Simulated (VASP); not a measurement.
**Be: single point with LDA**

Crystal: Be.

```
Be
1.0
     2.17576    0.00000    0.00000
    -1.08788    1.88427    0.00000
     0.00000    0.00000    3.44081
Be
2
Direct
  0.33333 0.66667 0.25000
  0.66667 0.33333 0.75000
```

```
Program             : VASP 6.6.1
Task                : single point
Functional          : LDA
Potentials or basis : VASP PAW LDA potentials, release 64 (Be)
Cutoff              : 520 eV
k mesh              : 24 × 24 × 14
Occupations         : fermi-dirac, width 0.08 eV
Spin                : no spin polarisation
```

- Pressure: 10.5 GPa
- Band gap on the k mesh: zero (bands 2 and 3 overlap by 2.16 eV)

Levels at points of the mesh, in eV from the Fermi level:
```tsv
k point	band 1	band 2	band 3	band 4	band 5	band 6
(0.00, 0.00, 0.00)	-11.80	-4.89	1.59	17.33	17.33	20.37
(0.50, 0.00, 0.00)	-5.38	-3.15	3.87	6.93	7.53	10.19
(0.00, 0.00, 0.50)	-9.60	-9.60	11.53	11.53	19.09	19.09
(0.50, 0.00, 0.50)	-3.95	-3.95	2.09	2.09	12.98	12.98
```

Run time: 29 s on 1 thread of Intel Xeon 8259CL, with other jobs on the host, peak memory 0.15 GiB.

Caveat: the cell stands under pressure.
